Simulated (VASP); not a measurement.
# HfB (Fm-3m) in VASP: notebook, part 2 of 2

VASP 6.6.1. The steps go on from the part before.

**5. Single point, PBE**

This run uses another cell than the first one, of 12.33 Å³/atom, 0.976 times its volume.

The input, INCAR:

```
SYSTEM = HfB
PREC = Accurate
ENCUT = 520
EDIFF = 1E-6
ISMEAR = -1
SIGMA = 0.05
LREAL = .False.
LASPH = .True.
NELM = 60
ALGO = Normal
ISIF = 2
LWAVE = .False.
LCHARG = .False.
GGA = PE
NBANDS = 14
```

The input, KPOINTS:

```
regular mesh
0
Gamma
  15 15 15
  0 0 0
```

The input, POSCAR:

```
HfB
1.0
    0.0000000000      2.3100000000      2.3100000000
    2.3100000000      0.0000000000      2.3100000000
    2.3100000000      2.3100000000      0.0000000000
Hf B
1 1
Direct
    0.5000000000      0.5000000000      0.5000000000
    0.0000000000      0.0000000000      0.0000000000
```

Potentials or basis: VASP PAW PBE potentials, release 64 (Hf_pv, B).

Run with:

```
$ cat potpaw_PBE.64/Hf_pv/POTCAR potpaw_PBE.64/B/POTCAR > POTCAR
$ mpirun -np 1 vasp_std > vasp.out
```

OUTCAR:

```text
SYSTEM = HfB
   PREC = Accurate
   ENCUT = 520
   EDIFF = 1E-6
   ISMEAR = -1
   LREAL = .False.
   LASPH = .True.
   NELM = 60
   ISIF = 2
   GGA = PE

 ion  position               nearest neighbor table
   1  0.500  0.500  0.500-   2 2.31   2 2.31   2 2.31   2 2.31   2 2.31   2 2.31
   2  0.000  0.000  0.000-   1 2.31   1 2.31   1 2.31   1 2.31   1 2.31   1 2.31

  LATTYP: Found a face centered cubic cell.
 ALAT       =     4.6200000000

  Lattice vectors:

 A1 = (   0.0000000000,   2.3100000000,   2.3100000000)
 A2 = (   2.3100000000,   0.0000000000,   2.3100000000)
 A3 = (   2.3100000000,   2.3100000000,   0.0000000000)

Analysis of symmetry for initial positions (statically):
=====================================================================
 Subroutine PRICEL returns:
 Original cell was already a primitive cell.

 Routine SETGRP: Setting up the symmetry group for a
 face centered cubic supercell.

 Subroutine GETGRP returns: Found 48 space group operations
 (whereof 48 operations were pure point group operations)
 out of a pool of 48 trial point group operations.

The static configuration has the point symmetry O_h .

Analysis of symmetry for dynamics (positions and initial velocities):
=====================================================================
 Subroutine PRICEL returns:
 Original cell was already a primitive cell.

 Routine SETGRP: Setting up the symmetry group for a
 face centered cubic supercell.

 Subroutine GETGRP returns: Found 48 space group operations
 (whereof 48 operations were pure point group operations)
 out of a pool of 48 trial point group operations.

The dynamic configuration has the point symmetry O_h .

 Subroutine INISYM returns: Found 48 space group operations
 (whereof 48 operations are pure point group operations),
 and found     1 'primitive' translations

----------------------------------------------------------------------------------------

                                     Primitive cell

  volume of cell :      24.6528

  direct lattice vectors                    reciprocal lattice vectors
     0.000000000  2.310000000  2.310000000    -0.216450216  0.216450216  0.216450216
     2.310000000  0.000000000  2.310000000     0.216450216 -0.216450216  0.216450216
     2.310000000  2.310000000  0.000000000     0.216450216  0.216450216 -0.216450216

  length of vectors
     3.266833329  3.266833329  3.266833329     0.374902772  0.374902772  0.374902772

  position of ions in fractional coordinates (direct lattice)
     0.500000000  0.500000000  0.500000000
     0.000000000  0.000000000  0.000000000

  ion indices of the primitive-cell ions
   primitive index   ion index
                 1           1
                 2           2

----------------------------------------------------------------------------------------

 KPOINTS: regular mesh

Automatic generation of k-mesh.
 Grid dimensions read from file:
 generate k-points for:   15   15   15

 Generating k-lattice:

  Cartesian coordinates                     Fractional coordinates (reciprocal lattice)
    -0.014430014  0.014430014  0.014430014     0.066666667  0.000000000  0.000000000
[... 38 lines left out ...]
  0.133333  0.133333  0.000000      6.000000
  0.200000  0.133333  0.000000     24.000000
 [... further k-points ...]
   k-points           NKPTS =    120   k-points in BZ     NKDIM =    120   number of bands    NBANDS=     14
   number of dos      NEDOS =    301   number of ions     NIONS =      2
   total plane-waves  NPLWV =  13824
   dimension x,y,z NGX =    24 NGY =   24 NGZ =   24
   dimension x,y,z NGXF=    48 NGYF=   48 NGZF=   48
   ions per type =               1   1
   NGX,Y,Z   is equivalent  to a cutoff of  12.21, 12.21, 12.21 a.u.
   NGXF,Y,Z  is equivalent  to a cutoff of  24.43, 24.43, 24.43 a.u.
 SYSTEM =  HfB
   PREC   = accura    normal or accurate (medium, high low for compatibility)
   ISTART =      0    job   : 0-new  1-cont  2-samecut
   ICHARG =      2    charge: 1-file 2-atom 10-const
   ISPIN  =      1    spin polarized calculation?
   LNONCOLLINEAR =      F non collinear calculations
   LSORBIT =      F    spin-orbit coupling
   LASPH  =      T    aspherical Exc in radial PAW
   ENCUT  =  520.0 eV  38.22 Ry    6.18 a.u.   6.07  6.07  6.07*2*pi/ulx,y,z
   NELM   =     60;   NELMIN=  2; NELMDL= -5     # of ELM steps
   EDIFF  = 0.1E-05   stopping-criterion for ELM
   LREAL  =      F    real-space projection
   EDIFFG = 0.1E-04   stopping-criterion for IOM
   NSW    =      0    number of steps for IOM
   IBRION =     -1    ionic relax: 0-MD 1-quasi-New 2-CG
   NFREE  =      0    steps in history (QN), initial steepest desc. (CG)
   ISIF   =      2    stress and relaxation
   ISYM   =      2    0-nonsym 1-usesym 2-fastsym
   POTIM  = 0.5000    time-step for ionic-motion
   TEBEG  =    0.0;   TEEND  =   0.0 temperature during run
   PSTRESS=    0.0 pullay stress
   NELECT =      13.0000    total number of electrons
   NUPDOWN=      -1.0000    fix difference up-down
   EMIN   =  10.00;   EMAX   =-10.00  energy-range for DOS
   EFERMI =   0.00;   METHOD = LEGACY
   ISMEAR =    -1;   SIGMA  =   0.05  broadening in eV -4-tet -1-fermi 0-gaus
   EFERMI_NEDOS =   21; number of points for ismear=-14 and -15
   IALGO  =     38    algorithm
   IMIX   =      4    mixing-type and parameters
     AMIX     =   0.40;   BMIX     =  1.00
     AMIX_MAG =   1.60;   BMIX_MAG =  1.00
  volume/ion in A,a.u.               =      12.33        83.18
  Fermi-wavevector in a.u.,A,eV,Ry     =   1.322617  2.499383 23.800871  1.749315
  Thomas-Fermi vector in A             =   2.452285
   LORBIT       =      0    0 simple, 1 ext, 2 COOP (PROOUT), +10 PAW based schemes
   GGA     = PE    functional components
   LHFCALC =     F    Hartree Fock is set to
   AEXX    =    0.0000 exact exchange contribution
   IVDW    =     0    specifies the selected vdW correction
   LEPSILON=     F    determine dielectric tensor
   LRPA    =     F    only Hartree local field effects (RPA)
 non-spin polarized calculation
  energy-cutoff  :      520.00
  volume of cell :       24.65
 maximum number of plane-waves:       680
   NGX = 13   NGY = 13   NGZ = 13

 number of electron      13.0000002 magnetization

 Free energy of the ion-electron system (eV)
  ---------------------------------------------------
  ext. energy  EPLUGINS =         0.00000000
  ---------------------------------------------------
  free energy    TOTEN  =       -17.15571805 eV

  energy without entropy =      -17.14799970  energy(sigma->0) =      -17.15185887

 E-fermi :   5.1489     XC(G=0): -12.3028

 val. band max:        5.1217359970   @ k =  -0.1333   0.2000   0.0667
 cond. band min:       5.1630386826   @ k =   0.4000   0.2667   0.1333
 fundamental gap:      0.0413026856
 Fermi energy:         5.1488562969

 k-point     1 :       0.0000    0.0000    0.0000
  band No.  band energies     occupation
      1     -23.1723      2.00000
      2     -23.1723      2.00000
      3     -23.1723      2.00000
      4      -4.4463      2.00000
      5       7.3270      0.00000
      6       7.3270      0.00000
      7       7.3270      0.00000
      8       9.0867      0.00000
      9       9.0867      0.00000
     10       9.0867      0.00000
     11       9.3533      0.00000
     12       9.3533      0.00000
     13      16.8018      0.00000
     14      18.1403      0.00000
[... 377 lines left out ...]
      1     -23.3800      2.00000
      2     -23.2369      2.00000
      3     -23.2290      2.00000
      4      -3.3629      2.00000
      5       4.6578      1.99989
      6       5.8129      0.00000
      7       6.5005      0.00000
      8       7.1186      0.00000
      9       9.6490      0.00000
     10      10.9848      0.00000
     11      11.5949      0.00000
     12      14.3491      0.00000
     13      19.3602      0.00000
     14      19.4902      0.00000

 [... further k-points ...]

------------------------ aborting loop because EDIFF is reached ----------------------------------------

  FORCE on cell =-STRESS in cart. coord.  units (eV):
  Direction    XX          YY          ZZ          XY          YZ          ZX
  --------------------------------------------------------------------------------------
  -------------------------------------------------------------------------------------
  Total        4.7285710      4.7285710      4.7285710      0.0000000     -0.0000000      0.0000000
  in kB      307.3084905    307.3084905    307.3084905      0.0000000     -0.0000000      0.0000000
  external PRESSURE =     307.3084905 kB  Pullay stress =       0.0000000 kB

 VOLUME and BASIS-vectors are now :
 -----------------------------------------------------------------------------
  energy-cutoff  :      520.00
  volume of cell :       24.65
      direct lattice vectors                 reciprocal lattice vectors
     0.000000000  2.310000000  2.310000000    -0.216450216  0.216450216  0.216450216
     2.310000000  0.000000000  2.310000000     0.216450216 -0.216450216  0.216450216
     2.310000000  2.310000000  0.000000000     0.216450216  0.216450216 -0.216450216

 POSITION                                       TOTAL-FORCE (eV/Angst)
 -----------------------------------------------------------------------------------
      2.31000      2.31000      2.31000         0.000000      0.000000      0.000000
      0.00000      0.00000      0.00000        -0.000000     -0.000000     -0.000000
 -----------------------------------------------------------------------------------
    total drift:                               -0.000000     -0.000000      0.000000

  FREE ENERGIE OF THE ION-ELECTRON SYSTEM (eV)
  ---------------------------------------------------
  free  energy   TOTEN  =       -17.1557180484 eV

  energy  without entropy=      -17.1479996983  energy(sigma->0) =      -17.15185887
```

OSZICAR:

```text
N       E                     dE             d eps       ncg     rms          rms(c)
DAV:   1     0.217884637753E+02    0.21788E+02   -0.69833E+03  3374   0.872E+02
DAV:   2    -0.178308152412E+02   -0.39619E+02   -0.37524E+02  4226   0.193E+02
DAV:   3    -0.187912472128E+02   -0.96043E+00   -0.95717E+00  4200   0.208E+01
DAV:   4    -0.187944578727E+02   -0.32107E-02   -0.32105E-02  3840   0.149E+00
DAV:   5    -0.187944743983E+02   -0.16526E-04   -0.16526E-04  4268   0.959E-02    0.665E+01
DAV:   6    -0.172186960634E+02    0.15758E+01   -0.25505E+00  4026   0.992E+00    0.419E+01
DAV:   7    -0.171877834929E+02    0.30913E-01   -0.83326E-01  4422   0.569E+00    0.951E+00
DAV:   8    -0.171556351221E+02    0.32148E-01   -0.99578E-02  3690   0.192E+00    0.110E+00
DAV:   9    -0.171557456180E+02   -0.11050E-03   -0.57543E-03  4404   0.538E-01    0.158E-01
DAV:  10    -0.171557204878E+02    0.25130E-04   -0.21360E-04  3702   0.961E-02    0.386E-02
DAV:  11    -0.171557179814E+02    0.25064E-05   -0.16301E-05  4074   0.281E-02    0.106E-02
DAV:  12    -0.171557180484E+02   -0.66999E-07   -0.48751E-07  3130   0.557E-03
   1 F= -.17155718E+02 E0= -.17151859E+02  d E =-.771835E-02
```

Wall time 19 s (1 thread of Intel Xeon Platinum 8488C (Sapphire Rapids), shared host); peak memory 0.16 GiB.

What came out:

| Quantity | Value |
| --- | --- |
| Free energy | -17.1557 eV |
| Pressure | 30.7 GPa |

Levels at points of the mesh, in eV from the Fermi level:
```csv
k point,band 4,band 5,band 6,band 7,band 8,band 9,band 10,band 11
"(0.00, 0.00, 0.00)",-9.60,2.18,2.18,2.18,3.94,3.94,3.94,4.20
```

Caveat: spin-orbit coupling is left out, which moves the levels of the heavy elements.

**6. Summary**

```csv
cell,gap on the mesh (eV),pressure (GPa)
"a = 3.294 Å, angles 60.0°, 2 atoms",none,24.0
"a = 3.320 Å, angles 60.0°, 2 atoms",none,18.0
"a = 3.267 Å, angles 60.0°, 2 atoms",none,30.7
```

Alike in all rows: task single point; level PBE; potentials or basis VASP PAW PBE potentials, release 64 (Hf_pv, B); no spin polarisation; k mesh 15 × 15 × 15; cutoff (eV) 520; smearing fermi-dirac 0.05 eV.

Caveats: spin-orbit coupling is left out, which moves the levels of the heavy elements.

Absolute energies hang on the potentials; compare differences alone.
